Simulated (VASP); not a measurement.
# BeS (F-43m) in VASP: a series of runs

BeS is run at these levels: r2SCANh, r2SCAN, HSE06; tasks: single point, relaxation of cell and atoms.

Everything below comes from runs of VASP 6.6.1. Logs are shortened: lines on timing, memory, paths and dates and some standing lists are left out, and cuts for length are marked.

### 1 The cell of the first run

It takes space group F-43m (No. 216, cubic). The conventional cell has a = 4.850 Å, b = 4.850 Å, c = 4.850 Å, α = 90.00°, β = 90.00°, γ = 90.00°. Within 2.8 Å of S (site symmetry -43m) lie 4 Be at 2.10 Å. Be (site symmetry -43m) has 4 S at 2.10 Å within 2.8 Å.

### 2 Single point, r2SCANh

File POSCAR:

```
BeS
1.0
    0.0000000000      2.4250000000      2.4250000000
    2.4250000000      0.0000000000      2.4250000000
    2.4250000000      2.4250000000      0.0000000000
S Be
1 1
Direct
    0.7500000000      0.7500000000      0.7500000000
    0.0000000000      0.0000000000      0.0000000000
```

File INCAR.step1:

```
  ALGO = Normal
  EDIFF = 1E-5
  ENCUT = 520
  GGA = PE
  ISIF = 2
  ISMEAR = 0
  LASPH = T
  LREAL = F
  LWAVE = T
  NBANDS = 11
  NELM = 80
  PREC = Accurate
  SIGMA = 0.02
```

File INCAR.step2:

```
  AEXX = 0.1
  ALGO = Normal
  EDIFF = 1E-6
  ENCUT = 520
  ISIF = 2
  ISMEAR = 0
  ISTART = 1
  LASPH = T
  LCHARG = T
  LELF = T
  LHFCALC = T
  LMIXTAU = T
  LREAL = F
  LVHAR = T
  LWAVE = F
  METAGGA = R2SCAN
  NBANDS = 11
  NELM = 80
  PREC = Accurate
  PRECFOCK = Normal
  SIGMA = 0.02
```

File KPOINTS:

```
k-points
0
Gamma
  6 6 6
```

Potentials or basis: VASP PAW PBE potentials, release 64 (S, Be).

On the command line:

```bash
$ cat potpaw_PBE.64/S/POTCAR potpaw_PBE.64/Be/POTCAR > POTCAR
$ cp INCAR.step1 INCAR
$ mpirun -np 1 vasp_std > vasp.out
$ cp INCAR.step2 INCAR
$ mpirun -np 1 vasp_std > vasp.out
```

OUTCAR:

```text
AEXX = 0.1
   EDIFF = 1E-6
   ENCUT = 520
   ISIF = 2
   ISMEAR = 0
   ISTART = 1
   LASPH = T
   LHFCALC = T
   LREAL = F
   METAGGA = R2SCAN
   NELM = 80
   PREC = Accurate
   PRECFOCK = Normal

 ion  position               nearest neighbor table
   1  0.750  0.750  0.750-   2 2.10   2 2.10   2 2.10   2 2.10
   2  0.000  0.000  0.000-   1 2.10   1 2.10   1 2.10   1 2.10

  LATTYP: Found a face centered cubic cell.
 ALAT       =     4.8500000000

  Lattice vectors:

 A1 = (   0.0000000000,   2.4250000000,   2.4250000000)
 A2 = (   2.4250000000,   0.0000000000,   2.4250000000)
 A3 = (   2.4250000000,   2.4250000000,   0.0000000000)

Analysis of symmetry for initial positions (statically):
=====================================================================
 Subroutine PRICEL returns:
 Original cell was already a primitive cell.

 Routine SETGRP: Setting up the symmetry group for a
 face centered cubic supercell.

 Subroutine GETGRP returns: Found 24 space group operations
 (whereof 24 operations were pure point group operations)
 out of a pool of 48 trial point group operations.

The static configuration has the point symmetry T_d .

Analysis of symmetry for dynamics (positions and initial velocities):
=====================================================================
 Subroutine PRICEL returns:
 Original cell was already a primitive cell.

 Routine SETGRP: Setting up the symmetry group for a
 face centered cubic supercell.

 Subroutine GETGRP returns: Found 24 space group operations
 (whereof 24 operations were pure point group operations)
 out of a pool of 48 trial point group operations.

The dynamic configuration has the point symmetry T_d .

 Subroutine INISYM returns: Found 24 space group operations
 (whereof 24 operations are pure point group operations),
 and found     1 'primitive' translations

----------------------------------------------------------------------------------------

                                     Primitive cell

  volume of cell :      28.5210

  direct lattice vectors                    reciprocal lattice vectors
     0.000000000  2.425000000  2.425000000    -0.206185567  0.206185567  0.206185567
     2.425000000  0.000000000  2.425000000     0.206185567 -0.206185567  0.206185567
     2.425000000  2.425000000  0.000000000     0.206185567  0.206185567 -0.206185567

  length of vectors
     3.429467889  3.429467889  3.429467889     0.357123878  0.357123878  0.357123878
[... 88 lines left out ...]
   EFERMI_NEDOS =   21; number of points for ismear=-14 and -15
   IALGO  =     38    algorithm
   IMIX   =      1    mixing-type and parameters
     AMIX     =   0.40;   BMIX     =  1.00
     AMIX_MAG =   1.60;   BMIX_MAG =  1.00
  volume/ion in A,a.u.               =      14.26        96.23
  Fermi-wavevector in a.u.,A,eV,Ry     =   1.071642  2.025110 15.625158  1.148417
  Thomas-Fermi vector in A             =   2.207388
   LORBIT       =      0    0 simple, 1 ext, 2 COOP (PROOUT), +10 PAW based schemes
   METAGGA = R2SCAN    functional components
   LHFCALC =     T    Hartree Fock is set to
   PRECFOCK=normal    Normal, Fast or Accurate (Low or Medium for compatibility)
   ENCUT4O =  -1.0   cutoff for four orbital integrals eV
   NKREDX  =     1    reduce k-point grid by
   NKREDY  =     1    reduce k-point grid by
   NKREDZ  =     1    reduce k-point grid by
   AEXX    =    0.1000 exact exchange contribution
   HFSCREEN=    0.0000 screening length (either q_TF or 0.3 A-1)
   HFSCREENC=   0.0000 screening length for correlation (either q_TF or 0.3 A-1)
   ENCUTFOCK=  -1.0 apply spherical cutoff to Coloumb kernel
   IVDW    =     0    specifies the selected vdW correction
   LEPSILON=     F    determine dielectric tensor
   LRPA    =     F    only Hartree local field effects (RPA)
 non-spin polarized calculation
 Gauss-broadening in eV      SIGMA  =   0.02
  energy-cutoff  :      520.00
  volume of cell :       28.52
 maximum number of plane-waves:       778
 NGX is ok and might be reduce to    28
  NGX = 20; NGY = 20; NGZ = 20

 number of electron       7.9999999 magnetization

 Free energy of the ion-electron system (eV)
  ---------------------------------------------------
  ext. energy  EPLUGINS =         0.00000000
  ---------------------------------------------------
  free energy    TOTEN  =       -15.07510586 eV

  energy without entropy =      -15.07510586  energy(sigma->0) =      -15.07510586

 E-fermi :   3.6940     XC(G=0):  -9.2937

 val. band max:        3.5999802554   @ k =   0.0000   0.0000   0.0000
 cond. band min:       7.7565769151   @ k =   0.5000   0.5000   0.0000
 fundamental gap:      4.1565966598
 Fermi energy:         3.6939647098

 k-point     1 :       0.0000    0.0000    0.0000
  band No.  band energies     occupation
      1     -11.1875      2.00000
      2       3.6000      2.00000
      3       3.6000      2.00000
      4       3.6000      2.00000
      5      10.5377      0.00000
      6      10.5377      0.00000
      7      10.5377      0.00000
      8      10.9084      0.00000
      9      17.8160      0.00000
     10      17.8160      0.00000
     11      20.2060      0.00000
[... 197 lines left out ...]
 k-point    16 :      -0.3333    0.5000    0.1667
  band No.  band energies     occupation
      1      -8.8156      2.00000
      2      -1.3405      2.00000
      3      -0.0419      2.00000
      4       0.2376      2.00000
      5       9.8809      0.00000
      6      11.4985      0.00000
      7      15.2364      0.00000
      8      15.6568      0.00000
      9      19.7934      0.00000
     10      20.0878      0.00000
     11      22.4875      0.00000

------------------------ aborting loop because EDIFF is reached ----------------------------------------

  FORCE on cell =-STRESS in cart. coord.  units (eV):
  Direction    XX          YY          ZZ          XY          YZ          ZX
  --------------------------------------------------------------------------------------
  -------------------------------------------------------------------------------------
  Total        0.1853416      0.1853416      0.1853416      0.0000000      0.0000000      0.0000000
  in kB       10.4116214     10.4116214     10.4116214      0.0000000      0.0000000      0.0000000
  external PRESSURE =      10.4116214 kB  Pullay stress =       0.0000000 kB

 VOLUME and BASIS-vectors are now :
 -----------------------------------------------------------------------------
  energy-cutoff  :      520.00
  volume of cell :       28.52
      direct lattice vectors                 reciprocal lattice vectors
     0.000000000  2.425000000  2.425000000    -0.206185567  0.206185567  0.206185567
     2.425000000  0.000000000  2.425000000     0.206185567 -0.206185567  0.206185567
     2.425000000  2.425000000  0.000000000     0.206185567  0.206185567 -0.206185567

 POSITION                                       TOTAL-FORCE (eV/Angst)
 -----------------------------------------------------------------------------------
      3.63750      3.63750      3.63750         0.000000      0.000000      0.000000
      0.00000      0.00000      0.00000        -0.000000     -0.000000     -0.000000
 -----------------------------------------------------------------------------------
    total drift:                               -0.000000     -0.000000     -0.000000

  FREE ENERGIE OF THE ION-ELECTRON SYSTEM (eV)
  ---------------------------------------------------
  free  energy   TOTEN  =       -15.0751058570 eV

  energy  without entropy=      -15.0751058570  energy(sigma->0) =      -15.07510586
```

OUTCAR.step1:

```text
EDIFF = 1E-5
   ENCUT = 520
   GGA = PE
   ISIF = 2
   ISMEAR = 0
[... 435 lines left out ...]
 -----------------------------------------------------------------------------------
      3.63750      3.63750      3.63750        -0.000000      0.000000      0.000000
      0.00000      0.00000      0.00000         0.000000     -0.000000     -0.000000
 -----------------------------------------------------------------------------------
    total drift:                               -0.000000     -0.000000     -0.000000

  FREE ENERGIE OF THE ION-ELECTRON SYSTEM (eV)
  ---------------------------------------------------
  free  energy   TOTEN  =       -10.0082922615 eV

  energy  without entropy=      -10.0082922615  energy(sigma->0) =      -10.00829226
```

Run time: 7.8 min. Hardware: 1 thread of Intel Xeon Platinum 8259CL at 2.50GHz (Skylake/Cascade Lake), shared host; peak memory 0.17 GiB.

What came out:

| Quantity | Value |
| --- | --- |
| Free energy | -15.0751 eV |
| Pressure | 1.0 GPa |
| Band gap on the k mesh | 4.16 eV, indirect (least direct gap 6.94 eV) |

Levels at points of the mesh, in eV from the valence-band top:
```csv
k point,band 2,band 3,band 4,band 5,band 6,band 7
"(0.00, 0.00, 0.00)",0.00,0.00,0.00,6.94,6.94,6.94
"(0.50, 0.00, 0.00)",-6.19,-1.10,-1.10,6.74,7.83,7.83
"(0.50, 0.50, 0.00)",-5.40,-2.81,-2.81,4.16,6.02,14.70
```

Caveat: the PAW data sets were made with another functional, which shifts forces and pressure a little. A k mesh can miss the band edges.

### 3 Single point, r2SCAN

This run uses another cell than the first one, of 14.43 Å³/atom, 1.012 times its volume.

File POSCAR:

```
BeS
1.0
    0.0000000000      2.4345965824      2.4345965824
    2.4345965824      0.0000000000      2.4345965824
    2.4345965824      2.4345965824      0.0000000000
S Be
1 1
Direct
    0.7500000000      0.7500000000      0.7500000000
    0.0000000000      0.0000000000      0.0000000000
```

File INCAR.step1:

```
SYSTEM = BeS
PREC = Accurate
ENCUT = 660
ISMEAR = -1
SIGMA = 0.05
LREAL = .False.
LASPH = .True.
NELM = 120
NBANDS = 11
GGA = PE
ALGO = Normal
EDIFF = 1E-5
LWAVE = .True.
LCHARG = .False.
GGA_COMPAT = .False.
```

File INCAR.step2:

```
SYSTEM = BeS
PREC = Accurate
ENCUT = 660
EDIFF = 1E-6
ISMEAR = -1
SIGMA = 0.05
LREAL = .False.
LASPH = .True.
NELM = 120
ALGO = Normal
ISIF = 2
LWAVE = .False.
LCHARG = .False.
METAGGA = R2SCAN
LMIXTAU = .True.
NBANDS = 11
ISTART = 1
GGA_COMPAT = .False.
```

File KPOINTS:

```
regular mesh
0
Gamma
  9 9 9
  0 0 0
```

Potentials or basis: VASP PAW PBE potentials, release 64 (S, Be).

On the command line:

```bash
$ cat potpaw_PBE.64/S/POTCAR potpaw_PBE.64/Be/POTCAR > POTCAR
$ cp INCAR.step1 INCAR
$ mpirun -np 1 vasp_std > vasp.out
$ cp INCAR.step2 INCAR
$ mpirun -np 1 vasp_std > vasp.out
```

Run time: 65 s. Hardware: 1 thread of Intel Xeon Platinum 8375C at 2.90GHz (Ice Lake), shared host; peak memory 0.17 GiB.

The run converged. Its results:

```yaml
Free_energy: -14.7874 eV
Pressure: 0.3 GPa
Band_gap_on_the_k_mesh: 3.70 eV, indirect (least direct gap 6.26 eV)
```

Levels at points of the mesh, in eV from the valence-band top:
| k point | band 2 | band 3 | band 4 | band 5 | band 6 | band 7 |
| --- | --- | --- | --- | --- | --- | --- |
| (0.00, 0.00, 0.00) | 0.00 | 0.00 | 0.00 | 6.26 | 6.26 | 6.26 |

Caveat: the PAW data sets were made with another functional, which shifts forces and pressure a little. A k mesh can miss the band edges.

(Part 1 of 2 ends here.)
